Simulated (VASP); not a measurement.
Input of a VASP 6.6.1 run:

File INCAR:

```
SYSTEM = H8C3
PREC = Accurate
ENCUT = 520
EDIFF = 1E-7
ISMEAR = -1
SIGMA = 0.02
LREAL = Auto
LASPH = .TRUE.
NELM = 100
ALGO = Normal
ISIF = 2
LWAVE = .FALSE.
LCHARG = .FALSE.
GGA = PE
IVDW = 12
NBANDS = 52
```

File KPOINTS:

```
regular mesh
0
G
  1 1 1
  0 0 0
```

POSCAR

```
H8C3
1.0
    8.2694670000      0.0000000000      0.0000000000
    0.0000000000      8.2694670000      0.0000000000
    0.0000000000      0.0000000000      8.2694670000
C H
9 24
Direct
    0.6673201573      0.4136683470      0.4826608510
    0.6160156568      0.2705368157      0.4281114733
    0.5444830879      0.3075168521     -0.0504801771
    0.4713383986      0.4132797310      0.0467496724
    0.0677426346      0.0866725961      0.3766376808
    0.1310294102     -0.0611440440      0.3892902345
    0.8460584982      0.8755151524      0.1174565648
    0.0479346610      0.6371204510      0.8082090789
    0.0866662399      0.4758867557      0.2030109773
    0.6716428569      0.5203230522      0.4047858338
    0.7081410535      0.4299381868      0.6072092958
    0.5735769819      0.2555466817      0.3043975419
    0.6149236656      0.1630126387      0.5045496523
    0.5985455112      0.3447039421     -0.1646040472
    0.5516993466      0.1792852584     -0.0202584150
    0.4597946324      0.5407739180      0.0151308323
    0.4192725687      0.3765311981      0.1620584693
    0.0354450011      0.1383420076      0.2596769356
    0.0387617494      0.1598878146      0.4826989903
    0.1505073329     -0.1371133452      0.2835566029
    0.1565958806     -0.1164547597      0.5069742424
    0.7938407687      0.9679386247      0.1963246768
    0.7607606006      0.8420117623      0.0218895501
    0.8763095062      0.7690690081      0.1902745061
    0.9569115461      0.9233243150      0.0632405175
    0.1068332206      0.7231411796      0.8898029520
   -0.0390269928      0.5652148350      0.8772088642
    0.1390047092      0.5572026635      0.7547577098
   -0.0151955100      0.7036739244      0.7127184312
   -0.0049600118      0.5327522983      0.2797798472
    0.0279310619      0.3920798300      0.1189535803
    0.1719498626      0.4099210881      0.2796338189
    0.1513675134      0.5676638211      0.1334550557
```

Potentials or basis: VASP PAW PBE potentials, release 64 (C, H).

Run with:

```bash
$ cat potpaw_PBE.64/C/POTCAR potpaw_PBE.64/H/POTCAR > POTCAR
$ mpirun -np 1 vasp_gam > vasp.out
```

(1) What does it give for the largest force?

(2) Predict the dispersion energy per atom.

Answers

(1) 0.299 eV/Å.

(2) -0.026 eV.

Caveat: the k points lie up to 0.76 Å⁻¹ apart.
